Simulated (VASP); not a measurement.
# Ti4C in VASP: further runs

Ti4C is run at these levels: PBE; tasks: single point.

All numbers are computed with VASP 6.6.1; they aren't measurements. Logs are shortened: lines on timing, memory, paths and dates and some standing lists are left out, and cuts for length are marked.

**1. The cell of the first run**

The cell holds a slab with vacuum, 5 atoms: a = 2.938 Å, b = 2.938 Å, c = 22.405 Å, α = 90.00°, β = 90.00°, γ = 120.00°.

**2. Single point, PBE**

File INCAR:

```
SYSTEM = Ti4C
PREC = Accurate
ENCUT = 520
EDIFF = 1E-6
ISMEAR = 0
SIGMA = 0.1
LREAL = .False.
LASPH = .True.
NELM = 80
ALGO = Normal
ISIF = 2
LWAVE = .False.
LCHARG = .False.
LDIPOL = .True.
IDIPOL = 3
DIPOL = 0.5 0.5 0.379
GGA = PE
NBANDS = 34
```

File KPOINTS:

```
regular mesh
0
Gamma
  9 9 1
  0 0 0
```

File POSCAR:

```
Ti4C
1.0
    2.9384580613      0.0000000000      0.0000000000
   -1.4692290307      2.5447793290      0.0000000000
    0.0000000000      0.0000000000     22.4046135985
Ti C
4 1
Direct
    0.6666666667      0.3333333333      0.1785346568
    0.3333333333      0.6666666667      0.2823220753
    0.6666666667      0.3333333333      0.3901862329
    0.3333333333      0.6666666667      0.4867128616
    0.3333333333      1.0000000000      0.5549571049
```

Potentials or basis: VASP PAW PBE potentials, release 64 (Ti_sv, C).

Launch:

```sh
$ cat potpaw_PBE.64/Ti_sv/POTCAR potpaw_PBE.64/C/POTCAR > POTCAR
$ mpirun -np 1 vasp_std > vasp.out
```

OUTCAR:

```text
SYSTEM = Ti4C
   PREC = Accurate
   ENCUT = 520
   EDIFF = 1E-6
   ISMEAR = 0
   LREAL = .False.
   LASPH = .True.
   NELM = 80
   ISIF = 2
   GGA = PE

 ion  position               nearest neighbor table
   1  0.667  0.333  0.179-   2 2.88   2 2.88   2 2.88
   2  0.333  0.667  0.282-   1 2.88   1 2.88   1 2.88
   3  0.667  0.333  0.390-   4 2.75   4 2.75   4 2.75
   4  0.333  0.667  0.487-   5 1.82   5 2.49   3 2.75   3 2.75   3 2.75
   5  0.333  0.000  0.555-   4 1.82   4 2.49

  LATTYP: Found a hexagonal cell.
 ALAT       =     2.9384580613
 C/A-ratio  =     7.6246157444

  Lattice vectors:

 A1 = (   2.9384580613,   0.0000000000,   0.0000000000)
 A2 = (  -1.4692290307,   2.5447793290,   0.0000000000)
 A3 = (   0.0000000000,   0.0000000000,  22.4046135985)

Analysis of symmetry for initial positions (statically):
=====================================================================
 Subroutine PRICEL returns:
 Original cell was already a primitive cell.

 Routine SETGRP: Setting up the symmetry group for a
 hexagonal supercell.

 Subroutine GETGRP returns: Found  1 space group operations
 (whereof  1 operations were pure point group operations)
 out of a pool of 24 trial point group operations.

The static configuration has the point symmetry C_1 .

Analysis of symmetry for dynamics (positions and initial velocities):
=====================================================================
 Subroutine PRICEL returns:
 Original cell was already a primitive cell.

 Routine SETGRP: Setting up the symmetry group for a
 hexagonal supercell.

 Subroutine GETGRP returns: Found  1 space group operations
 (whereof  1 operations were pure point group operations)
 out of a pool of 24 trial point group operations.

The dynamic configuration has the point symmetry C_1 .

 Subroutine INISYM returns: Found  1 space group operations
 (whereof  1 operations are pure point group operations),
 and found     1 'primitive' translations

----------------------------------------------------------------------------------------

                                     Primitive cell

  volume of cell :     167.5356

  direct lattice vectors                    reciprocal lattice vectors
     2.938458061  0.000000000  0.000000000     0.340314539  0.196480691  0.000000000
    -1.469229031  2.544779329  0.000000000     0.000000000  0.392961381  0.000000000
     0.000000000  0.000000000 22.404613598     0.000000000  0.000000000  0.044633664

  length of vectors
     2.938458061  2.938458061 22.404613598     0.392961381  0.392961381  0.044633664

  position of ions in fractional coordinates (direct lattice)
     0.666666667  0.333333333  0.178534657
     0.333333333  0.666666667  0.282322075
     0.666666667  0.333333333  0.390186233
     0.333333333  0.666666667  0.486712862
     0.333333333  0.000000000  0.554957105

  ion indices of the primitive-cell ions
   primitive index   ion index
                 1           1
                 2           2
                 3           3
                 4           4
                 5           5

----------------------------------------------------------------------------------------

 KPOINTS: regular mesh

Automatic generation of k-mesh.
 Grid dimensions read from file:
 generate k-points for:    9    9    1

 Generating k-lattice:

  Cartesian coordinates                     Fractional coordinates (reciprocal lattice)
     0.037812727  0.021831188  0.000000000     0.111111111  0.000000000  0.000000000
     0.000000000  0.043662376  0.000000000     0.000000000  0.111111111  0.000000000
     0.000000000  0.000000000  0.044633664     0.000000000  0.000000000  1.000000000

  Length of vectors
     0.043662376  0.043662376  0.044633664

  Shift w.r.t. Gamma in fractional coordinates (k-lattice)
     0.000000000  0.000000000  0.000000000

 Subroutine IBZKPT returns following result:
 ===========================================

 Found     41 irreducible k-points:

 Following reciprocal coordinates:
            Coordinates               Weight
  0.000000  0.000000  0.000000      1.000000
  0.111111 -0.000000  0.000000      2.000000
  0.000000  0.111111  0.000000      2.000000
 -0.111111  0.111111  0.000000      2.000000
  0.222222  0.000000  0.000000      2.000000
  0.000000  0.222222  0.000000      2.000000
[... 16 lines left out ...]
  0.333333  0.111111  0.000000      2.000000
 -0.111111  0.444444  0.000000      2.000000
 [... further k-points ...]
   k-points           NKPTS =     41   k-points in BZ     NKDIM =     41   number of bands    NBANDS=     34
   number of dos      NEDOS =    301   number of ions     NIONS =      5
   total plane-waves  NPLWV =  96768
   dimension x,y,z NGX =    24 NGY =   24 NGZ =  168
   dimension x,y,z NGXF=    48 NGYF=   48 NGZF=  336
   ions per type =               4   1
   NGX,Y,Z   is equivalent  to a cutoff of  13.58, 13.58, 12.47 a.u.
   NGXF,Y,Z  is equivalent  to a cutoff of  27.16, 27.16, 24.93 a.u.
 SYSTEM =  Ti4C
   PREC   = accura    normal or accurate (medium, high low for compatibility)
   ISTART =      0    job   : 0-new  1-cont  2-samecut
   ICHARG =      2    charge: 1-file 2-atom 10-const
   ISPIN  =      1    spin polarized calculation?
   LNONCOLLINEAR =      F non collinear calculations
   LSORBIT =      F    spin-orbit coupling
   LASPH  =      T    aspherical Exc in radial PAW
   ENCUT  =  520.0 eV  38.22 Ry    6.18 a.u.   5.46  5.46 41.66*2*pi/ulx,y,z
   NELM   =     80;   NELMIN=  2; NELMDL= -5     # of ELM steps
   EDIFF  = 0.1E-05   stopping-criterion for ELM
   LREAL  =      F    real-space projection
   EDIFFG = 0.1E-04   stopping-criterion for IOM
   NSW    =      0    number of steps for IOM
   IBRION =     -1    ionic relax: 0-MD 1-quasi-New 2-CG
   NFREE  =      0    steps in history (QN), initial steepest desc. (CG)
   ISIF   =      2    stress and relaxation
   ISYM   =      2    0-nonsym 1-usesym 2-fastsym
   POTIM  = 0.5000    time-step for ionic-motion
   TEBEG  =    0.0;   TEEND  =   0.0 temperature during run
   PSTRESS=    0.0 pullay stress
   NELECT =      52.0000    total number of electrons
   NUPDOWN=      -1.0000    fix difference up-down
   EMIN   =  10.00;   EMAX   =-10.00  energy-range for DOS
   EFERMI =   0.00;   METHOD = LEGACY
   ISMEAR =     0;   SIGMA  =   0.10  broadening in eV -4-tet -1-fermi 0-gaus
   EFERMI_NEDOS =   21; number of points for ismear=-14 and -15
   IALGO  =     38    algorithm
   IMIX   =      4    mixing-type and parameters
     AMIX     =   0.40;   BMIX     =  1.00
     AMIX_MAG =   1.60;   BMIX_MAG =  1.00
  volume/ion in A,a.u.               =      33.51       226.12
  Fermi-wavevector in a.u.,A,eV,Ry     =   1.108427  2.094622 16.716246  1.228609
  Thomas-Fermi vector in A             =   2.244954
   LORBIT       =      0    0 simple, 1 ext, 2 COOP (PROOUT), +10 PAW based schemes
   GGA     = PE    functional components
   LHFCALC =     F    Hartree Fock is set to
   AEXX    =    0.0000 exact exchange contribution
   IVDW    =     0    specifies the selected vdW correction
   LEPSILON=     F    determine dielectric tensor
   LRPA    =     F    only Hartree local field effects (RPA)
 non-spin polarized calculation
 Gauss-broadening in eV      SIGMA  =   0.10
  energy-cutoff  :      520.00
  volume of cell :      167.54
 maximum number of plane-waves:      4595
 NGX is ok and might be reduce to    24
   NGX = 11   NGY = 11   NGZ = 83

 dipolmoment           0.000000      0.000000     -0.032103 electrons x Angstroem

 number of electron      51.9999992 magnetization

 dipolmoment           0.000000      0.000000      0.102200 electrons x Angstroem

 Free energy of the ion-electron system (eV)
  ---------------------------------------------------
  ext. energy  EPLUGINS =         0.00000000
  ---------------------------------------------------
  free energy    TOTEN  =       -35.44120745 eV

  energy without entropy =      -35.39326803  energy(sigma->0) =      -35.41723774

 E-fermi :   0.5822     XC(G=0):  -6.1416

 val. band max:        0.5803128885   @ k =   0.0000   0.3333   0.0000
 cond. band min:       0.5941917204   @ k =  -0.3333   0.2222   0.0000
 fundamental gap:      0.0138788319
 Fermi energy:         0.5821802064

 k-point     1 :       0.0000    0.0000    0.0000
  band No.  band energies     occupation
      1     -56.4056      2.00000
      2     -56.2194      2.00000
      3     -56.0829      2.00000
      4     -55.4735      2.00000
      5     -32.8279      2.00000
      6     -32.5641      2.00000
[... 26 lines left out ...]
     33       1.7650      0.00000
     34       1.9904      0.00000

 k-point     2 :       0.1111   -0.0000    0.0000
  band No.  band energies     occupation
      1     -56.3967      2.00000
      2     -56.2113      2.00000
      3     -56.0745      2.00000
      4     -55.4655      2.00000
      5     -32.8125      2.00000
      6     -32.5579      2.00000
[... 26 lines left out ...]
     33       1.8520      0.00000
     34       2.0060      0.00000

 k-point     3 :       0.0000    0.1111    0.0000
  band No.  band energies     occupation
      1     -56.3967      2.00000
      2     -56.2113      2.00000
      3     -56.0745      2.00000
      4     -55.4654      2.00000
      5     -32.8125      2.00000
      6     -32.5575      2.00000
[... 26 lines left out ...]
     33       1.7929      0.00000
     34       1.9740      0.00000
[... 704 lines left out ...]
 k-point    23 :       0.3333    0.1111    0.0000
  band No.  band energies     occupation
      1     -56.3359      2.00000
      2     -56.1557      2.00000
      3     -56.0166      2.00000
      4     -55.4102      2.00000
      5     -32.7794      2.00000
      6     -32.7353      2.00000
[... 26 lines left out ...]
     33       2.8195      0.00000
     34       3.0460      0.00000

 k-point    24 :      -0.1111    0.4444    0.0000
  band No.  band energies     occupation
      1     -56.3359      2.00000
      2     -56.1557      2.00000
      3     -56.0166      2.00000
      4     -55.4092      2.00000
      5     -32.7765      2.00000
      6     -32.7358      2.00000
[... 26 lines left out ...]
     33       2.7061      0.00000
     34       2.8597      0.00000

 [... further k-points ...]

------------------------ aborting loop because EDIFF is reached ----------------------------------------

 vacuum level on the upper side and lower side of the slab       (xc-potential included)         1.044        -1.424

  FORCE on cell =-STRESS in cart. coord.  units (eV):
  Direction    XX          YY          ZZ          XY          YZ          ZX
  --------------------------------------------------------------------------------------
  -------------------------------------------------------------------------------------
  Total       -1.5535822      0.2957589      0.3225490     -0.1885020      2.5737923     -1.1503514
  in kB      -14.8572264      2.8284031      3.0846029     -1.8026832     24.6137057    -11.0010471
  external PRESSURE =      -2.9814068 kB  Pullay stress =       0.0000000 kB

 VOLUME and BASIS-vectors are now :
 -----------------------------------------------------------------------------
  energy-cutoff  :      520.00
  volume of cell :      167.54
      direct lattice vectors                 reciprocal lattice vectors
     2.938458061  0.000000000  0.000000000     0.340314539  0.196480691  0.000000000
    -1.469229031  2.544779329  0.000000000     0.000000000  0.392961381  0.000000000
     0.000000000  0.000000000 22.404613598     0.000000000  0.000000000  0.044633664

 POSITION                                       TOTAL-FORCE (eV/Angst)
 -----------------------------------------------------------------------------------
      1.46923      0.84826      4.00000         0.013885     -0.003818      0.572323
     -0.00000      1.69652      6.32532        -0.050215      0.056282     -0.409061
      1.46923      0.84826      8.74197        -0.252070      0.071213     -1.084852
     -0.00000      1.69652     10.90461         1.484929     -2.058990      0.872740
      0.97949      0.00000     12.43360        -1.196529      1.935313      0.048849
 -----------------------------------------------------------------------------------
    total drift:                               -0.000008     -0.000002     -0.000353

  FREE ENERGIE OF THE ION-ELECTRON SYSTEM (eV)
  ---------------------------------------------------
  free  energy   TOTEN  =       -35.4412074479 eV

  energy  without entropy=      -35.3932680303  energy(sigma->0) =      -35.41723774

 vacuum level on the upper side and lower side of the slab         7.333         4.801
```

It took 6.1 min on 1 thread of AMD EPYC 9R45 (Zen 5), shared host; peak memory 0.37 GiB.

What came out:

- Free energy: -35.4412 eV
- Largest force: 2.684 eV/Å
- Band gap on the k mesh: zero (bands 26 and 27 overlap by 0.99 eV)

Forces in eV/Å, atoms in the order of the input:
```
Ti   0.014 -0.004  0.572
Ti  -0.050  0.056 -0.409
Ti  -0.252  0.071 -1.085
Ti   1.485 -2.059  0.873
C   -1.197  1.935  0.049
```

Levels at points of the mesh, in eV from the Fermi level:
| k point | band 24 | band 25 | band 26 | band 27 | band 28 | band 29 |
| --- | --- | --- | --- | --- | --- | --- |
| (0.00, 0.00, 0.00) | 0.29 | 0.34 | 0.59 | 0.68 | 0.73 | 0.75 |

**3. Single point, PBE**

File INCAR:

```
SYSTEM = Ti4C
PREC = Accurate
ENCUT = 520
EDIFF = 1E-6
ISMEAR = 0
SIGMA = 0.1
LREAL = .FALSE.
LASPH = .TRUE.
NELM = 60
ALGO = Normal
ISIF = 2
LWAVE = .FALSE.
LCHARG = .FALSE.
LDIPOL = .TRUE.
IDIPOL = 3
DIPOL = 0.5 0.5 0.382
GGA = PE
NBANDS = 34
```

File KPOINTS:

```
regular mesh
0
G
  9 9 1
  0 0 0
```

Edit POSCAR of step 2 so:

```diff
@@ -12,2 +12,2 @@
     0.3333333333      0.6666666667      0.4867128616
-    0.3333333333      1.0000000000      0.5549571049
+    0.3333333333      0.8333333333      0.5698228590
```

Potentials or basis: VASP PAW PBE potentials, release 64 (Ti_sv, C).

Launch:

```sh
$ cat potpaw_PBE.64/Ti_sv/POTCAR potpaw_PBE.64/C/POTCAR > POTCAR
$ mpirun -np 1 vasp_std > vasp.out
```

Wall time 5.7 min (1 thread of AMD EPYC 9R45 (Zen 5), shared host); peak memory 0.38 GiB.

It converged, with:

```
Free energy            : -34.6667 eV
Largest force          : 1.403 eV/Å
Band gap on the k mesh : zero (bands 26 and 27 overlap by 1.00 eV)
```

Forces in eV/Å, atoms in the order of the input:
```
Ti   0.002  0.005  0.557
Ti  -0.024  0.011 -0.384
Ti  -0.126  0.117 -0.900
Ti   0.630 -1.039  0.701
C   -0.483  0.907  0.026
```

Levels at points of the mesh, in eV from the Fermi level:
| k point | band 24 | band 25 | band 26 | band 27 | band 28 | band 29 |
| --- | --- | --- | --- | --- | --- | --- |
| (0.00, 0.00, 0.00) | 0.36 | 0.49 | 0.71 | 0.72 | 0.73 | 0.75 |

**4. Single point, PBE**

File INCAR:

```
ALGO = Normal ; DIPOL = 0.5 0.5 0.376
EDIFF = 1E-6 ; ENCUT = 520
GGA = PE ; IDIPOL = 3
ISIF = 2 ; ISMEAR = 0
LASPH = T ; LCHARG = F
LDIPOL = T ; LREAL = F
LWAVE = F ; NBANDS = 34
NELM = 100 ; PREC = Accurate
SIGMA = 0.1
```

File KPOINTS:

```
k-points
0
Gamma
  9 9 1
```

Edit POSCAR of step 3 so:

```diff
@@ -12,2 +12,2 @@
     0.3333333333      0.6666666667      0.4867128616
-    0.3333333333      0.8333333333      0.5698228590
+    0.5000000000      1.3333333333      0.5407608167
```

Launch:

```sh
$ cat potpaw_PBE.64/Ti_sv/POTCAR potpaw_PBE.64/C/POTCAR > POTCAR
$ mpirun -np 1 vasp_std > vasp.out
```

Run time: 5.5 min. Hardware: 1 thread of AMD EPYC 9R45 (Zen 5), shared host; peak memory 0.37 GiB.

It converged, with:

```
Free energy            : -36.1787 eV
Largest force          : 3.131 eV/Å
Band gap on the k mesh : zero (bands 26 and 27 overlap by 0.77 eV)
```

Forces in eV/Å, atoms in the order of the input:
```
Ti   0.003 -0.003  0.597
Ti   0.024 -0.001 -0.388
Ti  -0.058 -0.101 -1.320
Ti  -1.989  2.170  1.067
C    2.020 -2.065  0.044
```

Levels at points of the mesh, in eV from the Fermi level:
```csv
k point,band 22,band 23,band 24,band 25,band 26,band 27,band 28,band 29,band 30,band 31
"(0.00, 0.00, 0.00)",-0.65,-0.26,-0.15,0.31,0.41,0.71,0.74,0.76,0.78,0.84
```

**5. The runs side by side**

| cell | gap on the mesh (eV) | largest force (eV/Å) |
| --- | --- | --- |
| as given, atomic positions A | none | 2.68 |
| as given, atomic positions B | none | 1.40 |
| as given, atomic positions C | none | 3.13 |

Alike in all rows: task single point; level PBE; potentials or basis VASP PAW PBE potentials, release 64 (Ti_sv, C); no spin polarisation; k mesh 9 × 9 × 1; cutoff (eV) 520; smearing gaussian 0.1 eV.

Total energies depend on the potentials used, so only differences within one code and one set of settings carry meaning.
